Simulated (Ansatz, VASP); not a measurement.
BPd4: VASP beside Ansatz

```
B Pd
1.0
     2.94035   -0.02208   -0.00027
    -0.03332    4.34427   -0.01575
    -0.00054   -0.02113    5.95097
B Pd
1 4
Direct
  0.50000 0.00000 0.86323
  0.50000 0.50000 0.86756
  0.00000 0.50000 0.32916
  0.00000 0.00000 0.61947
  0.50000 0.00000 0.19758
```

Alike in both runs: task single point; functional PBE; k mesh 4 × 2 × 2; occupations gaussian, width 0.1 eV; no spin polarisation.

|  | VASP | Ansatz |
| --- | --- | --- |
| version | VASP 6.6.1 | Ansatz 0.2.0 |
| potentials or method | VASP PAW PBE potentials, release 64 (B, Pd), cutoff 520 eV | scalar-relativistic, plane waves, PAW |
| valence electrons in the cell | 43 | 75 |

|  | VASP | Ansatz | Ansatz less VASP |
| --- | --- | --- | --- |
| gap on the k mesh at the Fermi level (eV) | none | none | - |
| pressure (GPa) | -4.3 | -4.3 | -0.01 |
| traceless stress, the component that is largest in VASP (GPa) | 5.09 | 5.22 | +0.139 |
| rms of the force components (eV/Å) | 0.098 | 0.114 | +0.0153 |

Atom by atom the forces differ by 0.018 eV/Å (rms over components). A gap of «none» marks a metal or a gap that the smearing closes. VASP's potentials hold 43 valence electrons a cell and Ansatz's 75, so a difference there can come from the potentials and not from the codes.

The k mesh is coarse, so the values compare programs but aren't converged.
